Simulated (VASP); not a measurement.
Input of a VASP 6.6.1 run:

Contents of INCAR:

```
SYSTEM = Al6N6O
  PREC = Accurate
  ENCUT = 520
  EDIFF = 1E-6
  ISMEAR = 0
  SIGMA = 0.05
  LREAL = .False.
  LASPH = .True.
  NELM = 120
  ALGO = Normal
  ISIF = 2
  LWAVE = .False.
  LCHARG = .False.
  GGA = PE
  NELECT = 56.0
  NBANDS = 39
  GGA_COMPAT = .False.
```

The input KPOINTS:

```
regular mesh
0
Gamma
  6 6 4
  0 0 0
```

The input POSCAR:

```
Al6N6O
1.0
    0.0000000000      5.4209177894      0.0000000000
    4.6946525174      2.7104588947      0.0000000000
    1.5648841725      2.7104588947     -5.0173032437
Al N O
6 6 1
Direct
    0.3339095018      0.0005761684      0.9982714947
    0.6672428351      0.3339095018      0.9982714947
    0.0005761684      0.6672428351      0.9982714947
    0.1672428351      0.5005761684      0.4982714947
    0.5005761684      0.8339095018      0.4982714947
    0.8339095018      0.1672428351      0.4982714947
    0.4610904982      0.1277571649      0.6167285053
    0.7944238316      0.4610904982      0.6167285053
    0.1277571649      0.7944238316      0.6167285053
    0.2944238316      0.6277571649      0.1167285053
    0.6277571649      0.9610904982      0.1167285053
    0.9610904982      0.2944238316      0.1167285053
   -0.1105349427      0.3894176759      1.3316048280
```

Potentials or basis: VASP PAW PBE potentials, release 64 (Al, N, O).

The run is started by

```sh
$ cat potpaw_PBE.64/Al/POTCAR potpaw_PBE.64/N/POTCAR potpaw_PBE.64/O/POTCAR > POTCAR
$ mpirun -np 1 vasp_std > vasp.out
```

(1) Estimate the largest force.

Results:

(1) 46.943 eV/Å.

Caveat: the cell carries a net charge on a neutralising background, which shifts energy and pressure; atoms lie so close that the PAW spheres overlap strongly, which falsifies energies and pressures.
